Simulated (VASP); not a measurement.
## AlN: relaxation of the atoms with LDA

AlN:

```
Al N
1.0
     2.99600    0.00000    0.00000
    -1.49800    2.59461    0.00000
     0.00000    0.00000    5.14130
Al N
2 2
Direct
  0.33333 0.66667 0.00152
  0.66667 0.33333 0.50152
  0.33333 0.66667 0.38348
  0.66667 0.33333 0.88348
```

```json
{
  "Program": "VASP 6.6.1",
  "Task": "relaxation of the atoms",
  "Functional": "LDA",
  "Potentials or basis": "VASP PAW LDA potentials, release 64 (Al, N)",
  "Cutoff": "520 eV",
  "k mesh": "9 × 9 × 6",
  "Occupations": "gaussian, width 0.05 eV",
  "Spin": "no spin polarisation",
  "Dipole correction": "no",
  "Further INCAR settings": "ALGO = Normal; EDIFF = 1e-06; IBRION = 2; EDIFFG = -0.01; NSW = 50"
}
```

- Energy gained by relaxing: 12.2 meV/atom
- Ionic steps: 3
- Pressure after relaxing: 6.1 GPa
- Band gap on the k mesh: 4.43 eV

Stress tensor (GPa, compression positive):
```
14.02  0.00  0.00
 0.00 14.02  0.00
 0.00  0.00 -9.64
```

The path:
```
step  energy change (eV)  largest force (eV/Å)  pressure (GPa)
   1              0.0000                0.7507            7.56
   2             -0.0473                0.1540            5.98
   3             -0.0489                0.0007            6.13
```

Final structure:
```cif
data_structure
_symmetry_space_group_name_H-M 'P 1'
_symmetry_Int_Tables_number 1
_cell_length_a 2.9960
_cell_length_b 2.9960
_cell_length_c 5.1413
_cell_angle_alpha 90.000
_cell_angle_beta 90.000
_cell_angle_gamma 120.000
_cell_volume 39.97
loop_
_atom_site_label
_atom_site_type_symbol
_atom_site_fract_x
_atom_site_fract_y
_atom_site_fract_z
_atom_site_occupancy
Al1 Al 0.33333 0.66667 0.00753 1
Al2 Al 0.66667 0.33333 0.50753 1
N1 N 0.33333 0.66667 0.37747 1
N2 N 0.66667 0.33333 0.87747 1
```

Levels at points of the mesh, in eV from the valence-band top:
```tsv
k point	band 4	band 5	band 6	band 7	band 8	band 9	band 10	band 11	band 12
(0.00, 0.00, 0.00)	-0.49	-0.49	-0.46	0.00	0.00	4.43	7.63	10.33	11.99
(0.00, 0.00, 0.50)	-3.83	-0.25	-0.25	-0.25	-0.25	6.98	6.98	10.20	10.20
```

It took 36 s on 1 thread of AMD EPYC 7R13 Processor (Zen 3), on a shared host, peak memory 0.12 GiB.

A k mesh can miss the band edges. A hybrid or GW would open this gap; LDA tends to underestimate it.
